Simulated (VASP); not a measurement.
# KF (Fm-3m) in VASP: a series of runs

The runs below take KF through single point, with PBE, BLYP+D3(BJ).

Program: VASP 6.6.1. These are calculated values, not measurements. Logs are shortened: lines on timing, memory, paths and dates and some standing lists are left out, and cuts for length are marked.

### 1 The cell of the first run

It takes space group Fm-3m (No. 225, cubic). Conventional cell: a = 5.309 Å, b = 5.309 Å, c = 5.309 Å, α = 90.00°, β = 90.00°, γ = 90.00°. Within 3.5 Å of K (site symmetry m-3m) lie 6 F at 2.65 Å. Within 3.5 Å of F (site symmetry m-3m) lie 6 K at 2.65 Å.

### 2 Single point, PBE

Contents of INCAR:

```
ALGO = Normal
EDIFF = 1E-6
ENCUT = 600
GGA = PE
GGA_COMPAT = F
ISIF = 2
ISMEAR = -4
LASPH = T
LCHARG = T
LELF = T
LREAL = F
LVHAR = T
LWAVE = F
NBANDS = 15
NELM = 120
PREC = Accurate
SIGMA = 0.1
```

Contents of KPOINTS:

```
k-points
0
Gamma
  8 8 8
```

Contents of POSCAR:

```
KF
1.0
    0.0000000000      2.6544134050      2.6544134050
    2.6544134050      0.0000000000      2.6544134050
    2.6544134050      2.6544134050      0.0000000000
K F
1 1
Direct
    0.0000000000      0.0000000000      0.0000000000
    0.5000000000      0.5000000000      0.5000000000
```

Potentials or basis: VASP PAW PBE potentials, release 64 (K_sv, F).

Started as:

```bash
> cat potpaw_PBE.64/K_sv/POTCAR potpaw_PBE.64/F/POTCAR > POTCAR
> mpirun -np 1 vasp_std > vasp.out
```

OUTCAR:

```text
EDIFF = 1E-6
   ENCUT = 600
   GGA = PE
   ISIF = 2
   ISMEAR = -4
   LASPH = T
   LREAL = F
   NELM = 120
   PREC = Accurate

 ion  position               nearest neighbor table
   1  0.000  0.000  0.000-   2 2.65   2 2.65   2 2.65   2 2.65   2 2.65   2 2.65
   2  0.500  0.500  0.500-   1 2.65   1 2.65   1 2.65   1 2.65   1 2.65   1 2.65

  LATTYP: Found a face centered cubic cell.
 ALAT       =     5.3088268100

  Lattice vectors:

 A1 = (   0.0000000000,   2.6544134050,   2.6544134050)
 A2 = (   2.6544134050,   0.0000000000,   2.6544134050)
 A3 = (   2.6544134050,   2.6544134050,   0.0000000000)

Analysis of symmetry for initial positions (statically):
=====================================================================
 Subroutine PRICEL returns:
 Original cell was already a primitive cell.

 Routine SETGRP: Setting up the symmetry group for a
 face centered cubic supercell.

 Subroutine GETGRP returns: Found 48 space group operations
 (whereof 48 operations were pure point group operations)
 out of a pool of 48 trial point group operations.

The static configuration has the point symmetry O_h .

Analysis of symmetry for dynamics (positions and initial velocities):
=====================================================================
 Subroutine PRICEL returns:
 Original cell was already a primitive cell.

 Routine SETGRP: Setting up the symmetry group for a
 face centered cubic supercell.

 Subroutine GETGRP returns: Found 48 space group operations
 (whereof 48 operations were pure point group operations)
 out of a pool of 48 trial point group operations.

The dynamic configuration has the point symmetry O_h .

 Subroutine INISYM returns: Found 48 space group operations
 (whereof 48 operations are pure point group operations),
 and found     1 'primitive' translations

----------------------------------------------------------------------------------------

                                     Primitive cell

  volume of cell :      37.4055

  direct lattice vectors                    reciprocal lattice vectors
     0.000000000  2.654413405  2.654413405    -0.188365535  0.188365535  0.188365535
     2.654413405  0.000000000  2.654413405     0.188365535 -0.188365535  0.188365535
     2.654413405  2.654413405  0.000000000     0.188365535  0.188365535 -0.188365535

  length of vectors
     3.753907437  3.753907437  3.753907437     0.326258676  0.326258676  0.326258676

  position of ions in fractional coordinates (direct lattice)
     0.000000000  0.000000000  0.000000000
     0.500000000  0.500000000  0.500000000

  ion indices of the primitive-cell ions
   primitive index   ion index
                 1           1
                 2           2

----------------------------------------------------------------------------------------

 KPOINTS: k-points

Automatic generation of k-mesh.
 Grid dimensions read from file:
 generate k-points for:    8    8    8

 Generating k-lattice:

  Cartesian coordinates                     Fractional coordinates (reciprocal lattice)
    -0.023545692  0.023545692  0.023545692     0.125000000  0.000000000  0.000000000
     0.023545692 -0.023545692  0.023545692     0.000000000  0.125000000  0.000000000
     0.023545692  0.023545692 -0.023545692     0.000000000  0.000000000  0.125000000

  Length of vectors
     0.040782335  0.040782335  0.040782335

  Shift w.r.t. Gamma in fractional coordinates (k-lattice)
     0.000000000  0.000000000  0.000000000

 TETIRR: Found     76 inequivalent tetrahedra from     3072

 Subroutine IBZKPT returns following result:
 ===========================================

 Found     29 irreducible k-points:

 Following reciprocal coordinates:
            Coordinates               Weight
  0.000000  0.000000  0.000000      1.000000
  0.125000  0.000000  0.000000      8.000000
  0.250000  0.000000  0.000000      8.000000
  0.375000  0.000000  0.000000      8.000000
  0.500000  0.000000  0.000000      4.000000
  0.125000  0.125000  0.000000      6.000000
[... 16 lines left out ...]
  0.500000  0.250000  0.125000     48.000000
 -0.375000  0.250000  0.125000     24.000000
 [... further k-points ...]
   k-points           NKPTS =     29   k-points in BZ     NKDIM =     29   number of bands    NBANDS=     15
   number of dos      NEDOS =    301   number of ions     NIONS =      2
   total plane-waves  NPLWV =  27000
   dimension x,y,z NGX =    30 NGY =   30 NGZ =   30
   dimension x,y,z NGXF=    60 NGYF=   60 NGZF=   60
   ions per type =               1   1
   NGX,Y,Z   is equivalent  to a cutoff of  13.29, 13.29, 13.29 a.u.
   NGXF,Y,Z  is equivalent  to a cutoff of  26.57, 26.57, 26.57 a.u.
 SYSTEM =  unknown system
   PREC   = accura    normal or accurate (medium, high low for compatibility)
   ISTART =      0    job   : 0-new  1-cont  2-samecut
   ICHARG =      2    charge: 1-file 2-atom 10-const
   ISPIN  =      1    spin polarized calculation?
   LNONCOLLINEAR =      F non collinear calculations
   LSORBIT =      F    spin-orbit coupling
   LASPH  =      T    aspherical Exc in radial PAW
   ENCUT  =  600.0 eV  44.10 Ry    6.64 a.u.   7.50  7.50  7.50*2*pi/ulx,y,z
   NELM   =    120;   NELMIN=  2; NELMDL= -5     # of ELM steps
   EDIFF  = 0.1E-05   stopping-criterion for ELM
   LREAL  =      F    real-space projection
   EDIFFG = 0.1E-04   stopping-criterion for IOM
   NSW    =      0    number of steps for IOM
   IBRION =     -1    ionic relax: 0-MD 1-quasi-New 2-CG
   NFREE  =      0    steps in history (QN), initial steepest desc. (CG)
   ISIF   =      2    stress and relaxation
   ISYM   =      2    0-nonsym 1-usesym 2-fastsym
   POTIM  = 0.5000    time-step for ionic-motion
   TEBEG  =    0.0;   TEEND  =   0.0 temperature during run
   PSTRESS=    0.0 pullay stress
   NELECT =      16.0000    total number of electrons
   NUPDOWN=      -1.0000    fix difference up-down
   EMIN   =  10.00;   EMAX   =-10.00  energy-range for DOS
   EFERMI =   0.00;   METHOD = LEGACY
   ISMEAR =    -4;   SIGMA  =   0.10  broadening in eV -4-tet -1-fermi 0-gaus
   EFERMI_NEDOS =   21; number of points for ismear=-14 and -15
   IALGO  =     38    algorithm
   IMIX   =      4    mixing-type and parameters
     AMIX     =   0.40;   BMIX     =  1.00
     AMIX_MAG =   1.60;   BMIX_MAG =  1.00
  volume/ion in A,a.u.               =      18.70       126.21
  Fermi-wavevector in a.u.,A,eV,Ry     =   1.233492  2.330962 20.701292  1.521502
  Thomas-Fermi vector in A             =   2.368220
   LORBIT       =      0    0 simple, 1 ext, 2 COOP (PROOUT), +10 PAW based schemes
   GGA     = PE    functional components
   LHFCALC =     F    Hartree Fock is set to
   AEXX    =    0.0000 exact exchange contribution
   IVDW    =     0    specifies the selected vdW correction
   LEPSILON=     F    determine dielectric tensor
   LRPA    =     F    only Hartree local field effects (RPA)
 non-spin polarized calculation
 Fermi weights with tetrahedron method witout Bloechl corrections
  energy-cutoff  :      600.00
  volume of cell :       37.41
 maximum number of plane-waves:      1283
 NGX is ok and might be reduce to    30
   NGX = 15   NGY = 15   NGZ = 15

 number of electron      16.0000003 magnetization

 Free energy of the ion-electron system (eV)
  ---------------------------------------------------
  ext. energy  EPLUGINS =         0.00000000
  ---------------------------------------------------
  free energy    TOTEN  =        -8.28272284 eV

  energy without entropy =       -8.28272284  energy(sigma->0) =       -8.28272284

 E-fermi :  -2.7083     XC(G=0):  -8.4931

 val. band max:       -2.7530525739   @ k =   0.0000   0.0000   0.0000
 cond. band min:       3.5183882948   @ k =   0.0000   0.0000   0.0000
 fundamental gap:      6.2714408687
 Fermi energy:        -2.7083262238

 k-point     1 :       0.0000    0.0000    0.0000
  band No.  band energies     occupation
      1     -28.8350      2.00000
      2     -21.4207      2.00000
      3     -12.0710      2.00000
      4     -12.0710      2.00000
      5     -12.0710      2.00000
      6      -2.7531      2.00000
      7      -2.7531      2.00000
      8      -2.7531      2.00000
      9       3.5184      0.00000
     10       7.9825      0.00000
     11       7.9825      0.00000
     12       7.9825      0.00000
     13       9.6808      0.00000
     14       9.6808      0.00000
     15      14.3181      0.00000

 k-point     2 :       0.1250    0.0000    0.0000
  band No.  band energies     occupation
      1     -28.8200      2.00000
      2     -21.4348      2.00000
      3     -12.1135      2.00000
      4     -12.0766      2.00000
      5     -12.0766      2.00000
      6      -2.8973      2.00000
      7      -2.8083      2.00000
      8      -2.8083      2.00000
      9       3.9587      0.00000
     10       7.7344      0.00000
     11       8.1966      0.00000
     12       8.1966      0.00000
     13       9.8306      0.00000
     14       9.8306      0.00000
     15      15.0808      0.00000

 k-point     3 :       0.2500    0.0000    0.0000
  band No.  band energies     occupation
      1     -28.7834      2.00000
      2     -21.4692      2.00000
      3     -12.2151      2.00000
      4     -12.0901      2.00000
      5     -12.0901      2.00000
      6      -3.2024      2.00000
      7      -2.9387      2.00000
      8      -2.9387      2.00000
      9       5.0514      0.00000
     10       7.4007      0.00000
     11       8.7274      0.00000
     12       8.7274      0.00000
     13      10.2925      0.00000
     14      10.2925      0.00000
     15      16.1045      0.00000
[... 343 lines left out ...]
 k-point    23 :       0.5000    0.2500    0.1250
  band No.  band energies     occupation
      1     -28.7300      2.00000
      2     -21.4879      2.00000
      3     -12.3613      2.00000
      4     -12.2827      2.00000
      5     -12.1387      2.00000
      6      -3.3294      2.00000
      7      -3.0632      2.00000
      8      -2.9137      2.00000
      9       6.5606      0.00000
     10       6.9849      0.00000
     11       9.0959      0.00000
     12       9.9140      0.00000
     13      10.8739      0.00000
     14      11.8543      0.00000
     15      13.6930      0.00000

 k-point    24 :      -0.3750    0.2500    0.1250
  band No.  band energies     occupation
      1     -28.7182      2.00000
      2     -21.4938      2.00000
      3     -12.4081      2.00000
      4     -12.3004      2.00000
      5     -12.1466      2.00000
      6      -3.3360      2.00000
      7      -3.0406      2.00000
      8      -3.0137      2.00000
      9       6.7253      0.00000
     10       7.4369      0.00000
     11       9.0371      0.00000
     12      10.0715      0.00000
     13      11.3515      0.00000
     14      12.4336      0.00000
     15      12.7255      0.00000

 [... further k-points ...]

------------------------ aborting loop because EDIFF is reached ----------------------------------------

  FORCE on cell =-STRESS in cart. coord.  units (eV):
  Direction    XX          YY          ZZ          XY          YZ          ZX
  --------------------------------------------------------------------------------------
  -------------------------------------------------------------------------------------
  Total        0.4980213      0.4980213      0.4980213      0.0000000      0.0000000      0.0000000
  in kB       21.3315708     21.3315708     21.3315708      0.0000000      0.0000000      0.0000000
  external PRESSURE =      21.3315708 kB  Pullay stress =       0.0000000 kB

 VOLUME and BASIS-vectors are now :
 -----------------------------------------------------------------------------
  energy-cutoff  :      600.00
  volume of cell :       37.41
      direct lattice vectors                 reciprocal lattice vectors
     0.000000000  2.654413405  2.654413405    -0.188365535  0.188365535  0.188365535
     2.654413405  0.000000000  2.654413405     0.188365535 -0.188365535  0.188365535
     2.654413405  2.654413405  0.000000000     0.188365535  0.188365535 -0.188365535

 POSITION                                       TOTAL-FORCE (eV/Angst)
 -----------------------------------------------------------------------------------
      0.00000      0.00000      0.00000         0.000000     -0.000000     -0.000000
      2.65441      2.65441      2.65441        -0.000000      0.000000      0.000000
 -----------------------------------------------------------------------------------
    total drift:                                0.000000      0.000000      0.000000

  FREE ENERGIE OF THE ION-ELECTRON SYSTEM (eV)
  ---------------------------------------------------
  free  energy   TOTEN  =        -8.2827228429 eV

  energy  without entropy=       -8.2827228429  energy(sigma->0) =       -8.28272284
```

It took 33 s on 1 thread of Intel Xeon 8259CL, shared host; peak memory 0.15 GiB.

Results:

* Free energy: -8.2827 eV
* Pressure: 2.1 GPa
* Band gap on the k mesh: 6.27 eV

(Continued in part 2 of 2.)
